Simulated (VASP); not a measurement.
# Ba2TeOsO6 (I4/m) in VASP: single point with PBEsol

Aim: the single point of Ba2TeOsO6 with PBEsol.

Program: VASP 6.6.1. These are calculated values, not measurements. Logs are shortened: lines on timing, memory, paths and dates and some standing lists are left out, and cuts for length are marked.

## 1. The cell of the first run

It takes space group I4/m (No. 87, tetragonal). Conventional cell: a = 5.593 Å, b = 5.593 Å, c = 8.647 Å, α = 90.00°, β = 90.00°, γ = 90.00°. Within 2.7 Å of Os (site symmetry 4/m) lie 6 O at 2.01 to 2.43 Å. O (site symmetry m) has 1 Te at 1.95 Å and 1 Os at 2.01 Å within 2.6 Å. Within 2.5 Å of O (site symmetry 4) lie 1 Te at 1.89 Å and 1 Os at 2.43 Å. Te (site symmetry 4/m) has 6 O at 1.89 to 1.95 Å within 2.5 Å. Ba (site symmetry -4) has 12 O at 2.81 to 2.98 Å and 4 Os at 3.53 Å and 4 Te at 3.53 Å within 3.7 Å.

## 2. Single point, PBEsol

Contents of POSCAR:

```
Ba2TeOsO6
1.0
    0.0000000000      5.5928290000      0.0000000000
    5.5928290000      0.0000000000      0.0000000000
    2.7964150000      2.7964150000     -4.3232550000
Os O Te Ba
1 6 1 2
Direct
    0.0000000000      0.0000000000      0.0000000000
    0.2440000000      0.2630000000      0.0000000000
    0.2630000000      0.7560000000      0.0000000000
    0.7560000000      0.7370000000      0.0000000000
    0.7370000000      0.2440000000      0.0000000000
    0.2810000000      0.2810000000      0.4380000000
    0.7190000000      0.7190000000      0.5620000000
    0.5000000000      0.5000000000      0.0000000000
    0.7500000000      0.2500000000      0.5000000000
    0.2500000000      0.7500000000      0.5000000000
```

Contents of INCAR.step1:

```
SYSTEM = Ba2TeOsO6
  PREC = Accurate
  ENCUT = 520
  EDIFF = 1E-7
  ISMEAR = 0
  SIGMA = 0.0977
  LREAL = .FALSE.
  LASPH = .TRUE.
  NELM = 80
  ALGO = Normal
  ISIF = 2
  LWAVE = .FALSE.
  LCHARG = .TRUE.
  LMAXMIX = 4
  GGA = PS
  NBANDS = 46
```

Contents of KPOINTS.step1:

```
regular mesh
0
G
  6 6 6
  0 0 0
```

Contents of INCAR.step2:

```
SYSTEM = Ba2TeOsO6
  PREC = Accurate
  ENCUT = 520
  EDIFF = 1E-7
  ISMEAR = -5
  SIGMA = 0.0977
  LREAL = .FALSE.
  LASPH = .TRUE.
  NELM = 80
  ALGO = Normal
  ISIF = 2
  LWAVE = .FALSE.
  LCHARG = .FALSE.
  LMAXMIX = 4
  GGA = PS
  LORBIT = 10
  NBANDS = 46
  NEDOS = 2001
  ICHARG = 11
```

Contents of KPOINTS.step2:

```
regular mesh
0
G
  9 9 9
  0 0 0
```

Potentials or basis: VASP PAW PBE potentials, release 64 (Os, O, Te, Ba_sv).

On the command line:

```bash
cat potpaw_PBE.64/Os/POTCAR potpaw_PBE.64/O/POTCAR potpaw_PBE.64/Te/POTCAR potpaw_PBE.64/Ba_sv/POTCAR > POTCAR
cp INCAR.step1 INCAR
cp KPOINTS.step1 KPOINTS
mpirun -np 1 vasp_std > vasp.out
cp INCAR.step2 INCAR
cp KPOINTS.step2 KPOINTS
mpirun -np 1 vasp_std > vasp.out
```

OUTCAR:

```text
SYSTEM = Ba2TeOsO6
   PREC = Accurate
   ENCUT = 520
   EDIFF = 1E-7
   ISMEAR = -5
   LREAL = .FALSE.
   LASPH = .TRUE.
   NELM = 80
   ISIF = 2
   GGA = PS
   LORBIT = 10
   ICHARG = 11

 ion  position               nearest neighbor table
   1  0.000  0.000  0.000-   2 2.01   3 2.01   4 2.01   5 2.01   7 2.43   6 2.43   9 3.53  10 3.53
                             9 3.53  10 3.53   9 3.53  10 3.53  10 3.53   9 3.53
   2  0.244  0.263  0.000-   8 1.95   1 2.01   9 2.88  10 2.88  10 2.98   9 2.98
   3  0.263  0.756  0.000-   8 1.95   1 2.01   9 2.88  10 2.88   9 2.98  10 2.98
   4  0.756  0.737  0.000-   8 1.95   1 2.01  10 2.88   9 2.88   9 2.98  10 2.98
   5  0.737  0.244  0.000-   8 1.95   1 2.01  10 2.88   9 2.88  10 2.98   9 2.98
   6  0.281  0.281  0.438-   8 1.89   1 2.43  10 2.81   9 2.81   9 2.81  10 2.81
   7  0.719  0.719  0.562-   8 1.89   1 2.43  10 2.81   9 2.81  10 2.81   9 2.81
   8  0.500  0.500  0.000-   6 1.89   7 1.89   4 1.95   5 1.95   2 1.95   3 1.95  10 3.53   9 3.53
                            10 3.53   9 3.53   9 3.53  10 3.53   9 3.53  10 3.53
   9  0.750  0.250  0.500-   6 2.81   7 2.81   7 2.81   6 2.81   3 2.88   2 2.88   4 2.88   5 2.88
                             3 2.98   4 2.98   2 2.98   5 2.98   8 3.53   8 3.53   1 3.53   1 3.53
  10  0.250  0.750  0.500-   6 2.81   7 2.81   7 2.81   6 2.81   5 2.88   4 2.88   2 2.88   3 2.88
                             5 2.98   2 2.98   4 2.98   3 2.98   1 3.53   8 3.53   8 3.53   1 3.53

  LATTYP: Found a body centered tetragonal cell.
 ALAT       =     5.5928290000
 C/A-ratio  =     1.5459993502

  Lattice vectors:

 A1 = (  -2.7964150000,   2.7964140000,   4.3232550000)
 A2 = (   2.7964140000,  -2.7964150000,   4.3232550000)
 A3 = (   2.7964150000,   2.7964150000,  -4.3232550000)

Analysis of symmetry for initial positions (statically):
=====================================================================
 Subroutine PRICEL returns:
 Original cell was already a primitive cell.

 Routine SETGRP: Setting up the symmetry group for a
 body centered tetragonal supercell.

 Subroutine GETGRP returns: Found  8 space group operations
 (whereof  8 operations were pure point group operations)
 out of a pool of 16 trial point group operations.

The static configuration has the point symmetry C_4h.

Analysis of symmetry for dynamics (positions and initial velocities):
=====================================================================
 Subroutine PRICEL returns:
 Original cell was already a primitive cell.

 Routine SETGRP: Setting up the symmetry group for a
 body centered tetragonal supercell.

 Subroutine GETGRP returns: Found  8 space group operations
 (whereof  8 operations were pure point group operations)
 out of a pool of 16 trial point group operations.

The dynamic configuration has the point symmetry C_4h.

 Subroutine INISYM returns: Found  8 space group operations
 (whereof  8 operations are pure point group operations),
 and found     1 'primitive' translations

----------------------------------------------------------------------------------------

                                     Primitive cell

  volume of cell :     135.2303

  direct lattice vectors                    reciprocal lattice vectors
     0.000000000  5.592829000  0.000000000     0.000000000  0.178800389  0.115653620
     5.592829000  0.000000000  0.000000000     0.178800389  0.000000000  0.115653620
     2.796415000  2.796415000 -4.323255000     0.000000000  0.000000000 -0.231307198

  length of vectors
     5.592829000  5.592829000  5.859215604     0.212944450  0.212944450  0.231307198

  position of ions in fractional coordinates (direct lattice)
     0.000000000  0.000000000  0.000000000
     0.244000000  0.263000000  0.000000000
     0.263000000  0.756000000  0.000000000
     0.756000000  0.737000000  0.000000000
     0.737000000  0.244000000  0.000000000
     0.281000000  0.281000000  0.438000000
     0.719000000  0.719000000  0.562000000
     0.500000000  0.500000000  0.000000000
     0.750000000  0.250000000  0.500000000
     0.250000000  0.750000000  0.500000000

  ion indices of the primitive-cell ions
   primitive index   ion index
[... 32 lines left out ...]
 TETIRR: Found   1776 inequivalent tetrahedra from     4374

 Subroutine IBZKPT returns following result:
 ===========================================

 Found    105 irreducible k-points:

 Following reciprocal coordinates:
            Coordinates               Weight
  0.000000  0.000000  0.000000      1.000000
  0.111111  0.000000  0.000000      8.000000
  0.222222  0.000000  0.000000      8.000000
  0.333333  0.000000 -0.000000      8.000000
  0.444444  0.000000  0.000000      8.000000
  0.111111  0.111111  0.000000      8.000000
[... 16 lines left out ...]
  0.444444  0.222222  0.000000      8.000000
 -0.222222 -0.444444 -0.000000      8.000000
 [... further k-points ...]
   k-points           NKPTS =    105   k-points in BZ     NKDIM =    105   number of bands    NBANDS=     46
   number of dos      NEDOS =   2001   number of ions     NIONS =     10
   total plane-waves  NPLWV =  84672
   dimension x,y,z NGX =    42 NGY =   42 NGZ =   48
   dimension x,y,z NGXF=    84 NGYF=   84 NGZF=   96
   ions per type =               1   6   1   2
   NGX,Y,Z   is equivalent  to a cutoff of  12.48, 12.48, 13.62 a.u.
   NGXF,Y,Z  is equivalent  to a cutoff of  24.97, 24.97, 27.24 a.u.
 SYSTEM =  Ba2TeOsO6
   PREC   = accura    normal or accurate (medium, high low for compatibility)
   ISTART =      0    job   : 0-new  1-cont  2-samecut
   ICHARG =     11    charge: 1-file 2-atom 10-const
   ISPIN  =      1    spin polarized calculation?
   LNONCOLLINEAR =      F non collinear calculations
   LSORBIT =      F    spin-orbit coupling
   LASPH  =      T    aspherical Exc in radial PAW
   ENCUT  =  520.0 eV  38.22 Ry    6.18 a.u.  10.40 10.40 10.89*2*pi/ulx,y,z
   NELM   =     80;   NELMIN=  2; NELMDL=  0     # of ELM steps
   EDIFF  = 0.1E-06   stopping-criterion for ELM
   LREAL  =      F    real-space projection
   EDIFFG = 0.1E-05   stopping-criterion for IOM
   NSW    =      0    number of steps for IOM
   IBRION =     -1    ionic relax: 0-MD 1-quasi-New 2-CG
   NFREE  =      0    steps in history (QN), initial steepest desc. (CG)
   ISIF   =      2    stress and relaxation
   ISYM   =      2    0-nonsym 1-usesym 2-fastsym
   POTIM  = 0.5000    time-step for ionic-motion
   TEBEG  =    0.0;   TEEND  =   0.0 temperature during run
   PSTRESS=    0.0 pullay stress
   NELECT =      70.0000    total number of electrons
   NUPDOWN=      -1.0000    fix difference up-down
   EMIN   =  10.00;   EMAX   =-10.00  energy-range for DOS
   EFERMI =   0.00;   METHOD = LEGACY
   ISMEAR =    -5;   SIGMA  =   0.10  broadening in eV -4-tet -1-fermi 0-gaus
   EFERMI_NEDOS =   21; number of points for ismear=-14 and -15
   IALGO  =     38    algorithm
   IMIX   =      4    mixing-type and parameters
     AMIX     =   0.40;   BMIX     =  1.00
     AMIX_MAG =   1.60;   BMIX_MAG =  1.00
  volume/ion in A,a.u.               =      13.52        91.26
  Fermi-wavevector in a.u.,A,eV,Ry     =   1.314467  2.483982 23.508449  1.727822
  Thomas-Fermi vector in A             =   2.444717
   LORBIT       =     10    0 simple, 1 ext, 2 COOP (PROOUT), +10 PAW based schemes
   GGA     = PS    functional components
   LHFCALC =     F    Hartree Fock is set to
   AEXX    =    0.0000 exact exchange contribution
   IVDW    =     0    specifies the selected vdW correction
   LEPSILON=     F    determine dielectric tensor
   LRPA    =     F    only Hartree local field effects (RPA)
 non-spin polarized calculation
 Fermi weights with tetrahedron method with Bloechl corrections
  energy-cutoff  :      520.00
  volume of cell :      135.23
 maximum number of plane-waves:      3667
 NGX is ok and might be reduce to    42

 number of electron      70.0000002 magnetization

 Free energy of the ion-electron system (eV)
  ---------------------------------------------------
  ext. energy  EPLUGINS =         0.00000000
  ---------------------------------------------------
  free energy    TOTEN  =       -66.33158455 eV

  energy without entropy =      -66.33158455  energy(sigma->0) =      -66.33158455

 E-fermi :   6.5493     XC(G=0): -11.4784

 val. band max:        6.5614539804   @ k =  -0.2222  -0.4444   0.1111
 cond. band min:       6.5216439291   @ k =  -0.1111  -0.4444   0.1111
 fundamental gap:     -0.0398100513
 Fermi energy:         6.5493477213

 k-point     1 :       0.0000    0.0000    0.0000
  band No.  band energies     occupation
      1     -20.9777      2.00000
      2     -20.7217      2.00000
      3     -15.2578      2.00000
      4     -13.2668      2.00000
      5     -13.2038      2.00000
      6     -13.2038      2.00000
[... 1165 lines left out ...]
     45      12.2070      0.00000
     46      12.4118      0.00000

 [... further k-points ...]

------------------------ aborting loop because EDIFF is reached ----------------------------------------

  FORCE on cell =-STRESS in cart. coord.  units (eV):
  Direction    XX          YY          ZZ          XY          YZ          ZX
  --------------------------------------------------------------------------------------
  -------------------------------------------------------------------------------------
  Total       11.0455638     11.0455638      7.2296082     -0.0000002     -0.0000008     -0.0000008
  in kB      130.8653098    130.8653098     85.6547417     -0.0000027     -0.0000099     -0.0000099
  external PRESSURE =     115.7951204 kB  Pullay stress =       0.0000000 kB

 VOLUME and BASIS-vectors are now :
 -----------------------------------------------------------------------------
  energy-cutoff  :      520.00
  volume of cell :      135.23
      direct lattice vectors                 reciprocal lattice vectors
     0.000000000  5.592829000  0.000000000     0.000000000  0.178800389  0.115653620
     5.592829000  0.000000000  0.000000000     0.178800389  0.000000000  0.115653620
     2.796415000  2.796415000 -4.323255000     0.000000000  0.000000000 -0.231307198

 POSITION                                       TOTAL-FORCE (eV/Angst)
 -----------------------------------------------------------------------------------
      0.00000      0.00000      0.00000        -0.000000     -0.000000      0.000000
      1.47091      1.36465      0.00000        -0.519973     -0.743844      0.000000
      4.22818      1.47091      0.00000         0.743844     -0.519973      0.000000
      4.12191      4.22818      0.00000         0.519973      0.743844      0.000000
      1.36465      4.12191      0.00000        -0.743844      0.519973      0.000000
      2.79641      2.79641     -1.89359         0.000000      0.000000     -2.947721
      5.59283      5.59283     -2.42967        -0.000000     -0.000000      2.947721
      2.79641      2.79641      0.00000        -0.000000     -0.000000      0.000000
      2.79641      5.59283     -2.16163        -0.000000      0.000000      0.000000
      5.59283      2.79641     -2.16163         0.000000     -0.000000      0.000000
 -----------------------------------------------------------------------------------
    total drift:                               -0.000000     -0.000000      0.000000

  FREE ENERGIE OF THE ION-ELECTRON SYSTEM (eV)
  ---------------------------------------------------
  free  energy   TOTEN  =       -66.3315845469 eV

  energy  without entropy=      -66.3315845469  energy(sigma->0) =      -66.33158455

 total charge

# of ion       s       p       d       tot
------------------------------------------
    1        0.490   0.569   6.072   7.131
    2        1.560   3.482   0.000   5.042
    3        1.560   3.482   0.000   5.042
    4        1.560   3.482   0.000   5.042
    5        1.560   3.482   0.000   5.042
    6        1.582   3.429   0.000   5.011
    7        1.582   3.429   0.000   5.011
    8        1.346   1.523   0.504   3.374
    9        1.999   5.625   0.313   7.936
   10        1.999   5.625   0.313   7.936
--------------------------------------------------
tot         15.238  34.127   7.202  56.567
```

Run time: 16 min. Hardware: 1 thread of Intel Xeon 8259CL, shared host; peak memory 0.7 GiB.

What came out:

```
Valence electrons inside the program's atomic spheres : Os 7.13; O 5.04, 5.01 (each value once); Te 3.37; Ba 7.94
```

Caveat: the PAW data sets were made with another functional, which shifts forces and pressure a little; spin-orbit coupling is left out, which moves the levels of the heavy elements.
